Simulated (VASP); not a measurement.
Si:

```
Si
1.0
     3.83132    0.00000    0.00000
    -1.91566    3.31802    0.00000
     0.00000    0.00000    6.33262
Si
4
Cartesian
  1.8986 1.1073 5.9547
  0.0205 2.1855 2.7503
  1.9220 1.1461 3.5601
  -0.0362 2.1481 0.3725
```

This cell differs from its parent crystal: atoms moved at random.

Base run:

| Quantity | Value |
| --- | --- |
| Program | VASP 6.6.1 |
| Functional | PBEsol |
| Potentials or basis | VASP PAW PBE potentials, release 64 (Si) |
| Cutoff | 520 eV |
| k mesh | 8 × 8 × 4 |
| Occupations | fermi-dirac, width 0.05 eV |
| Spin | no spin polarisation |

Its results: band gap on the k mesh zero (band 8 reaches 6.20 eV, above the bottom of band 9 at 6.15 eV); pressure -0.1 GPa; largest force 0.971 eV/Å.

Q: The run is repeated on the same cell with these changes: functional from PBEsol to PBE; further incar settings from ALGO = Normal; EDIFF = 1e-07; NBANDS = 16 to ALGO = Normal; EDIFF = 1e-06; NBANDS = 16. What comes out?

A: Band gap on the k mesh 0.06 eV, indirect (least direct gap 0.78 eV); pressure 1.6 GPa; largest force 0.986 eV/Å.

Caveats: the PAW data sets were made with another functional, which shifts forces and pressure a little (some runs).

A k mesh can miss the band edges.
